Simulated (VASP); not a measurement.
A run of VASP 6.6.1 is set up as follows.

File INCAR:

```
ALGO     = Normal         # electronic algorithm
EDIFF    = 1E-6           # SCF threshold, eV
ENCUT    = 520            # plane-wave cutoff, eV
GGA      = PS             # functional
ISIF     = 2              # what is computed and relaxed
ISMEAR   = 0              # smearing method
LASPH    = T              # aspherical terms in the spheres
LCHARG   = T              # write CHGCAR
LELF     = T              # ELF
LREAL    = F              # projectors in reciprocal space
LVHAR    = T            
LWAVE    = F              # write WAVECAR
NBANDS   = 13             # bands
NELM     = 60             # most SCF steps
PREC     = Accurate       # precision mode
SIGMA    = 0.15           # smearing width, eV
```

The input KPOINTS:

```
k-points
0
Gamma
  20 20 18
```

Contents of POSCAR:

```
Ge
1.0
    1.3971490000     -2.6395237400      0.0000000000
    1.3971490000      2.6395237400      0.0000000000
    0.0000000000      0.0000000000      2.6982310000
Ge
1
Direct
    0.5000000000      0.5000000000      0.0000000000
```

Potentials or basis: VASP PAW PBE potentials, release 64 (Ge_d).

Command:

```bash
$ cat potpaw_PBE.64/Ge_d/POTCAR > POTCAR
$ mpirun -np 1 vasp_std > vasp.out
```

Question: Predict the pressure.

Answer: -5.0 GPa.

Question: Predict the band gap on the k mesh.

Answer: Zero (bands 7 and 8 overlap by 9.55 eV).

Stress tensor (GPa, compression positive):
```
-4.30  0.00  0.00
 0.00 -6.35  0.00
 0.00  0.00 -4.26
```

Caveat: the cell differs from its parent crystal (strain +0.0150 x Voigt [0, 1, 0, 0, 0, 0]); the cell stands under tension; the PAW data sets were made with another functional, which shifts forces and pressure a little.
